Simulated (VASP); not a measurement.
# K (Pm-3m) in VASP: notebook

Runs on K. Level: RPBE. Tasks: single point.

Everything below comes from runs of VASP 6.6.1. Logs are shortened: lines on timing, memory, paths and dates and some standing lists are left out, and cuts for length are marked.

## 1. The cell of the first run

The structure is cubic, space group Pm-3m (No. 221). The conventional cell has a = 4.422 Å, b = 4.422 Å, c = 4.422 Å, α = 90.00°, β = 90.00°, γ = 90.00°. Within 5.8 Å of K (site symmetry m-3m) lie 6 K at 4.42 Å.

This isn't the form of K at room conditions, which is bcc.

## 2. Single point, RPBE

File INCAR:

```
SYSTEM = K
PREC = Accurate
ENCUT = 520
EDIFF = 1E-6
ISMEAR = -1
SIGMA = 0.1
LREAL = .False.
LASPH = .True.
NELM = 60
ALGO = Normal
ISIF = 2
LWAVE = .False.
LCHARG = .False.
GGA = RP
NBANDS = 10
```

File KPOINTS:

```
regular mesh
0
Gamma
  8 8 8
  0 0 0
```

File POSCAR:

```
K
1.0
    4.4220872859      0.0000000000      0.0000000000
    0.0000000000      4.4220872859      0.0000000000
    0.0000000000      0.0000000000      4.4220872859
K
1
Direct
    0.0000000000      0.0000000000      0.0000000000
```

Potentials or basis: VASP PAW PBE potentials, release 64 (K_sv).

Launch:

```console
cat potpaw_PBE.64/K_sv/POTCAR > POTCAR
mpirun -np 1 vasp_std > vasp.out
```

OUTCAR:

```text
SYSTEM = K
   PREC = Accurate
   ENCUT = 520
   EDIFF = 1E-6
   ISMEAR = -1
   LREAL = .False.
   LASPH = .True.
   NELM = 60
   ISIF = 2
   GGA = RP

 ion  position               nearest neighbor table
   1  0.000  0.000  0.000-

  LATTYP: Found a simple cubic cell.
 ALAT       =     4.4220872859

  Lattice vectors:

 A1 = (   4.4220872859,   0.0000000000,   0.0000000000)
 A2 = (   0.0000000000,   4.4220872859,   0.0000000000)
 A3 = (   0.0000000000,   0.0000000000,   4.4220872859)

Analysis of symmetry for initial positions (statically):
=====================================================================
 Subroutine PRICEL returns:
 Original cell was already a primitive cell.

 Routine SETGRP: Setting up the symmetry group for a
 simple cubic supercell.

 Subroutine GETGRP returns: Found 48 space group operations
 (whereof 48 operations were pure point group operations)
 out of a pool of 48 trial point group operations.

The static configuration has the point symmetry O_h .

Analysis of symmetry for dynamics (positions and initial velocities):
=====================================================================
 Subroutine PRICEL returns:
 Original cell was already a primitive cell.

 Routine SETGRP: Setting up the symmetry group for a
 simple cubic supercell.

 Subroutine GETGRP returns: Found 48 space group operations
 (whereof 48 operations were pure point group operations)
 out of a pool of 48 trial point group operations.

The dynamic configuration has the point symmetry O_h .

 Subroutine INISYM returns: Found 48 space group operations
 (whereof 48 operations are pure point group operations),
 and found     1 'primitive' translations

----------------------------------------------------------------------------------------

                                     Primitive cell

  volume of cell :      86.4733

  direct lattice vectors                    reciprocal lattice vectors
     4.422087286  0.000000000  0.000000000     0.226137553  0.000000000  0.000000000
     0.000000000  4.422087286  0.000000000     0.000000000  0.226137553  0.000000000
     0.000000000  0.000000000  4.422087286     0.000000000  0.000000000  0.226137553

  length of vectors
     4.422087286  4.422087286  4.422087286     0.226137553  0.226137553  0.226137553

  position of ions in fractional coordinates (direct lattice)
     0.000000000  0.000000000  0.000000000

[... 73 lines left out ...]
   ENCUT  =  520.0 eV  38.22 Ry    6.18 a.u.   8.22  8.22  8.22*2*pi/ulx,y,z
   NELM   =     60;   NELMIN=  2; NELMDL= -5     # of ELM steps
   EDIFF  = 0.1E-05   stopping-criterion for ELM
   LREAL  =      F    real-space projection
   EDIFFG = 0.1E-04   stopping-criterion for IOM
   NSW    =      0    number of steps for IOM
   IBRION =     -1    ionic relax: 0-MD 1-quasi-New 2-CG
   NFREE  =      0    steps in history (QN), initial steepest desc. (CG)
   ISIF   =      2    stress and relaxation
   ISYM   =      2    0-nonsym 1-usesym 2-fastsym
   POTIM  = 0.5000    time-step for ionic-motion
   TEBEG  =    0.0;   TEEND  =   0.0 temperature during run
   PSTRESS=    0.0 pullay stress
   NELECT =       9.0000    total number of electrons
   NUPDOWN=      -1.0000    fix difference up-down
   EMIN   =  10.00;   EMAX   =-10.00  energy-range for DOS
   EFERMI =   0.00;   METHOD = LEGACY
   ISMEAR =    -1;   SIGMA  =   0.10  broadening in eV -4-tet -1-fermi 0-gaus
   EFERMI_NEDOS =   21; number of points for ismear=-14 and -15
   IALGO  =     38    algorithm
   IMIX   =      4    mixing-type and parameters
     AMIX     =   0.40;   BMIX     =  1.00
     AMIX_MAG =   1.60;   BMIX_MAG =  1.00
  volume/ion in A,a.u.               =      86.47       583.55
  Fermi-wavevector in a.u.,A,eV,Ry     =   0.770067  1.455215  8.068292  0.593003
  Thomas-Fermi vector in A             =   1.871191
   LORBIT       =      0    0 simple, 1 ext, 2 COOP (PROOUT), +10 PAW based schemes
   GGA     = RP    functional components
   LHFCALC =     F    Hartree Fock is set to
   AEXX    =    0.0000 exact exchange contribution
   IVDW    =     0    specifies the selected vdW correction
   LEPSILON=     F    determine dielectric tensor
   LRPA    =     F    only Hartree local field effects (RPA)
 non-spin polarized calculation
  energy-cutoff  :      520.00
  volume of cell :       86.47
 maximum number of plane-waves:      2360
 NGX is ok and might be reduce to    36
   NGX = 17   NGY = 17   NGZ = 17

 number of electron       9.0000000 magnetization

 Free energy of the ion-electron system (eV)
  ---------------------------------------------------
  ext. energy  EPLUGINS =         0.00000000
  ---------------------------------------------------
  free energy    TOTEN  =        -0.85188490 eV

  energy without entropy =       -0.82707134  energy(sigma->0) =       -0.83947812

 E-fermi :  -0.2891     XC(G=0):  -5.1472

 val. band max:       -0.3196855921   @ k =   0.5000   0.0000   0.0000
 cond. band min:      -0.1725639674   @ k =   0.5000   0.1250   0.0000
 fundamental gap:      0.1471216247
 Fermi energy:        -0.2890952696

 k-point     1 :       0.0000    0.0000    0.0000
  band No.  band energies     occupation
      1     -32.8069      2.00000
      2     -16.2127      2.00000
      3     -16.2127      2.00000
      4     -16.2127      2.00000
      5      -2.2412      2.00000
      6       2.6108      0.00000
      7       2.6108      0.00000
      8       5.7040      0.00000
      9       5.7042      0.00000
     10       5.7043      0.00000
[... 287 lines left out ...]
 k-point    24 :       0.5000    0.3750    0.1250
  band No.  band energies     occupation
      1     -32.8013      2.00000
      2     -16.2675      2.00000
      3     -16.2577      2.00000
      4     -16.2118      2.00000
      5       0.6528      0.00016
      6       1.0348      0.00000
      7       2.2048      0.00000
      8       2.6455      0.00000
      9       4.4375      0.00000
     10       4.5318      0.00000

 [... further k-points ...]
[... 5 lines left out ...]
  --------------------------------------------------------------------------------------
  -------------------------------------------------------------------------------------
  Total       -0.0028393     -0.0028393     -0.0028393     -0.0000000     -0.0000000     -0.0000000
  in kB       -0.0526058     -0.0526058     -0.0526058     -0.0000000     -0.0000000     -0.0000000
  external PRESSURE =      -0.0526058 kB  Pullay stress =       0.0000000 kB

 VOLUME and BASIS-vectors are now :
 -----------------------------------------------------------------------------
  energy-cutoff  :      520.00
  volume of cell :       86.47
      direct lattice vectors                 reciprocal lattice vectors
     4.422087286  0.000000000  0.000000000     0.226137553  0.000000000  0.000000000
     0.000000000  4.422087286  0.000000000     0.000000000  0.226137553  0.000000000
     0.000000000  0.000000000  4.422087286     0.000000000  0.000000000  0.226137553

 POSITION                                       TOTAL-FORCE (eV/Angst)
 -----------------------------------------------------------------------------------
      0.00000      0.00000      0.00000         0.000000      0.000000      0.000000
 -----------------------------------------------------------------------------------
    total drift:                                0.000000     -0.000000     -0.000000

  FREE ENERGIE OF THE ION-ELECTRON SYSTEM (eV)
  ---------------------------------------------------
  free  energy   TOTEN  =        -0.8518848961 eV

  energy  without entropy=       -0.8270713358  energy(sigma->0) =       -0.83947812
```

OSZICAR:

```text
N       E                     dE             d eps       ncg     rms          rms(c)
DAV:   1     0.481154746668E+02    0.48115E+02   -0.34587E+03   700   0.671E+02
DAV:   2     0.105897913925E+01   -0.47056E+02   -0.46516E+02   748   0.186E+02
DAV:   3    -0.709326789325E+00   -0.17683E+01   -0.17620E+01  1054   0.299E+01
DAV:   4    -0.846683027827E+00   -0.13736E+00   -0.13653E+00  1000   0.575E+00
DAV:   5    -0.847999555305E+00   -0.13165E-02   -0.13159E-02  1074   0.512E-01    0.130E+00
DAV:   6    -0.850319910156E+00   -0.23204E-02   -0.13615E-03   986   0.255E-01    0.794E-01
DAV:   7    -0.851781532958E+00   -0.14616E-02   -0.31732E-03  1068   0.445E-01    0.777E-02
DAV:   8    -0.851880969636E+00   -0.99437E-04   -0.13378E-04  1086   0.125E-01    0.169E-02
DAV:   9    -0.851885577279E+00   -0.46076E-05   -0.22906E-05  1074   0.328E-02    0.546E-03
DAV:  10    -0.851884896106E+00    0.68117E-06   -0.12261E-06   860   0.137E-02
   1 F= -.85188490E+00 E0= -.83947812E+00  d E =-.248136E-01
```

stdout:

```text
POSCAR found type information on POSCAR K
 POSCAR found :  1 types and       1 ions
 scaLAPACK will be used
 -----------------------------------------------------------------------------
|                                                                             |
|                                                                             |
|     You enforced a specific xc type in the INCAR file but a different       |
|     I HOPE YOU KNOW WHAT YOU ARE DOING!                                     |
|                                                                             |
 -----------------------------------------------------------------------------

 LDA part: xc-table for (Slater+PW92), standard interpolation
 POSCAR, INCAR and KPOINTS ok, starting setup
 FFT: planning ... GRIDC
 FFT: planning ... GRID_SOFT
 FFT: planning ... GRID
 WAVECAR not read
 entering main loop
```

It took 13 s on 1 thread of Intel Xeon 6975P-C (Granite Rapids), shared host; peak memory 0.2 GiB.

Results:

```yaml
Free_energy: -0.8519 eV
Pressure: 0.0 GPa
Band_gap_on_the_k_mesh: zero (an odd number of electrons rules out a gap without spin polarisation)
```

Caveat: the PAW data sets were made with another functional, which shifts forces and pressure a little.

## 3. Single point, RPBE (89.93 Å³/atom)

This run uses another cell than the first one, of 89.93 Å³/atom.

File INCAR:

```
SYSTEM = K
PREC = Accurate
ENCUT = 520
EDIFF = 1E-6
ISMEAR = -1
SIGMA = 0.1
LREAL = .FALSE.
LASPH = .TRUE.
NELM = 60
ALGO = Normal
ISIF = 2
LWAVE = .FALSE.
LCHARG = .FALSE.
GGA = RP
NBANDS = 10
```

File KPOINTS:

```
regular mesh
0
G
  8 8 8
  0 0 0
```

File POSCAR:

```
K
1.0
    4.4802793182      0.0000000000      0.0000000000
    0.0000000000      4.4802793182      0.0000000000
    0.0000000000      0.0000000000      4.4802793182
K
1
Direct
    0.0000000000      0.0000000000      0.0000000000
```

Potentials or basis: VASP PAW PBE potentials, release 64 (K_sv).

Launch:

```console
cat potpaw_PBE.64/K_sv/POTCAR > POTCAR
mpirun -np 1 vasp_std > vasp.out
```

Run time: 12 s. Hardware: 1 thread of Intel Xeon 6975P-C (Granite Rapids), shared host; peak memory 0.2 GiB.

It converged, with:

```yaml
Free_energy: -0.8511 eV
Pressure: -0.1 GPa
Band_gap_on_the_k_mesh: zero (an odd number of electrons rules out a gap without spin polarisation)
```

Levels at points of the mesh, in eV from the Fermi level:
| k point | band 1 | band 2 | band 3 | band 4 | band 5 | band 6 | band 7 | band 8 |
| --- | --- | --- | --- | --- | --- | --- | --- | --- |
| (0.00, 0.00, 0.00) | -32.53 | -15.94 | -15.94 | -15.94 | -1.90 | 2.89 | 2.89 | 5.84 |
| (0.50, 0.00, 0.00) | -32.53 | -16.00 | -15.94 | -15.94 | -0.04 | 0.14 | 3.47 | 4.51 |
| (0.50, 0.50, 0.00) | -32.53 | -15.99 | -15.99 | -15.93 | 1.18 | 1.95 | 1.95 | 1.96 |
| (0.50, 0.50, 0.50) | -32.53 | -15.98 | -15.98 | -15.98 | 2.28 | 2.28 | 2.28 | 3.90 |

Caveat: the PAW data sets were made with another functional, which shifts forces and pressure a little.

## 4. Single point, RPBE (93.39 Å³/atom)

This run uses another cell than the first one, of 93.39 Å³/atom.

File INCAR:

```
SYSTEM = K
PREC = Accurate
ENCUT = 520
EDIFF = 1E-7
ISMEAR = -1
SIGMA = 0.1
LREAL = .False.
LASPH = .True.
NELM = 100
ALGO = Normal
ISIF = 2
LWAVE = .False.
LCHARG = .False.
GGA = RP
NBANDS = 10
```

File KPOINTS:

```
regular mesh
0
Gamma
  8 8 8
  0 0 0
```

File POSCAR:

```
K
1.0
    4.5369977358      0.0000000000      0.0000000000
    0.0000000000      4.5369977358      0.0000000000
    0.0000000000      0.0000000000      4.5369977358
K
1
Direct
    0.0000000000      0.0000000000      0.0000000000
```

Launch:

```console
cat potpaw_PBE.64/K_sv/POTCAR > POTCAR
mpirun -np 1 vasp_std > vasp.out
```

Wall time 11 s (1 thread of Intel Xeon 6975P-C (Granite Rapids), shared host); peak memory 0.2 GiB.

Results (log left out):

```yaml
Free_energy: -0.8486 eV
Pressure: -0.2 GPa
Band_gap_on_the_k_mesh: zero (an odd number of electrons rules out a gap without spin polarisation)
```

Levels at points of the mesh, in eV from the Fermi level:
```
           k point  band 1  band 2  band 3  band 4  band 5  band 6  band 7  band 8  band 9
(0.00, 0.00, 0.00)  -32.55  -15.96  -15.96  -15.96   -1.85    2.87    2.87    5.69    5.69
(0.50, 0.00, 0.00)  -32.55  -16.01  -15.96  -15.96   -0.05    0.15    3.45    4.46    4.46
(0.50, 0.50, 0.00)  -32.55  -16.00  -16.00  -15.95    1.20    1.89    1.89    1.90    4.87
(0.50, 0.50, 0.50)  -32.55  -16.00  -16.00  -16.00    2.28    2.28    2.28    3.77    3.77
```

Caveat: the PAW data sets were made with another functional, which shifts forces and pressure a little.

## 5. Single point, RPBE (96.85 Å³/atom)

This run uses another cell than the first one, of 96.85 Å³/atom.

File INCAR:

```
PREC     = Accurate       # precision mode
ENCUT    = 520            # plane-wave cutoff, eV
EDIFF    = 1E-6           # SCF threshold, eV
ISMEAR   = -1             # smearing method
SIGMA    = 0.1            # smearing width, eV
LREAL    = F              # projectors in reciprocal space
LASPH    = T              # aspherical terms in the spheres
NELM     = 80             # most SCF steps
ALGO     = Normal         # electronic algorithm
ISIF     = 2              # what is computed and relaxed
LWAVE    = F              # write WAVECAR
LCHARG   = F              # write CHGCAR
GGA      = RP             # functional
NBANDS   = 10             # bands
```

File KPOINTS:

```
Automatic mesh
0
Gamma
  8 8 8
```

File POSCAR:

```
K
1.0
    4.5923324300      0.0000000000      0.0000000000
    0.0000000000      4.5923324300      0.0000000000
    0.0000000000      0.0000000000      4.5923324300
K
1
Direct
    0.0000000000      0.0000000000      0.0000000000
```

Launch:

```console
cat potpaw_PBE.64/K_sv/POTCAR > POTCAR
mpirun -np 1 vasp_std > vasp.out
```

Wall time 12 s (1 thread of Intel Xeon 6975P-C (Granite Rapids), shared host); peak memory 0.21 GiB.

Results (log left out):

```
Free energy            : -0.8446 eV
Pressure               : -0.2 GPa
Band gap on the k mesh : zero (an odd number of electrons rules out a gap without spin polarisation)
```

Levels at points of the mesh, in eV from the Fermi level:
```
           k point  band 1  band 2  band 3  band 4  band 5  band 6  band 7  band 8  band 9
(0.00, 0.00, 0.00)  -32.57  -15.98  -15.98  -15.98   -1.81    2.86    2.86    5.55    5.55
(0.50, 0.00, 0.00)  -32.57  -16.02  -15.98  -15.98   -0.05    0.15    3.42    4.42    4.42
(0.50, 0.50, 0.00)  -32.57  -16.02  -16.02  -15.97    1.22    1.84    1.84    1.84    4.82
(0.50, 0.50, 0.50)  -32.56  -16.01  -16.01  -16.01    2.28    2.28    2.28    3.65    3.65
```

Caveat: the PAW data sets were made with another functional, which shifts forces and pressure a little.

## 6. Summary

```csv
cell,gap on the mesh (eV),pressure (GPa)
"a = 4.422 Å, 1 atom",none,0.0
"a = 4.480 Å, 1 atom",none,-0.1
"a = 4.537 Å, 1 atom",none,-0.2
"a = 4.592 Å, 1 atom",none,-0.2
```

Alike in all rows: task single point; level RPBE; potentials or basis VASP PAW PBE potentials, release 64 (K_sv); no spin polarisation; k mesh 8 × 8 × 8; cutoff (eV) 520; smearing fermi-dirac 0.1 eV.

Caveats: the PAW data sets were made with another functional, which shifts forces and pressure a little.

Total energies depend on the potentials used, so only differences within one code and one set of settings carry meaning.
